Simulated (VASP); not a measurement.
# Zr: single point with PBEsol

The system is Zr.

```
Zr
1.0
    -1.76132    1.76132    1.76132
     1.76132   -1.76132    1.76132
     1.76132    1.76132   -1.76132
Zr
1
Direct
  0.00000 0.00000 0.00000
```

```yaml
Program: VASP 6.6.1
Task: single point
Functional: PBEsol
Potentials_or_basis: VASP PAW PBE potentials, release 64 (Zr_sv)
Cutoff: 520 eV
k_mesh: 15 × 15 × 15
Occupations: fermi-dirac, width 0.08 eV
Spin: no spin polarisation
Dipole_correction: no
Further_INCAR_settings: ALGO = Normal; EDIFF = 1e-07; NBANDS = 12
```

```json
{"Pressure": "0.1 GPa", "Band gap on the k mesh": "zero (band 6 reaches 10.44 eV, above the bottom of band 7 at 8.71 eV)"}
```

Levels at points of the mesh, in eV from the Fermi level:
```tsv
k point	band 3	band 4	band 5	band 6	band 7	band 8	band 9	band 10
(0.00, 0.00, 0.00)	-25.69	-25.69	-5.47	1.16	1.16	1.16	3.82	3.82
```

Run time: 24 s on 1 thread of Intel Xeon 8259CL, on a shared host, peak memory 0.16 GiB.

Caveat: the PAW data sets were made with another functional, which shifts forces and pressure a little.
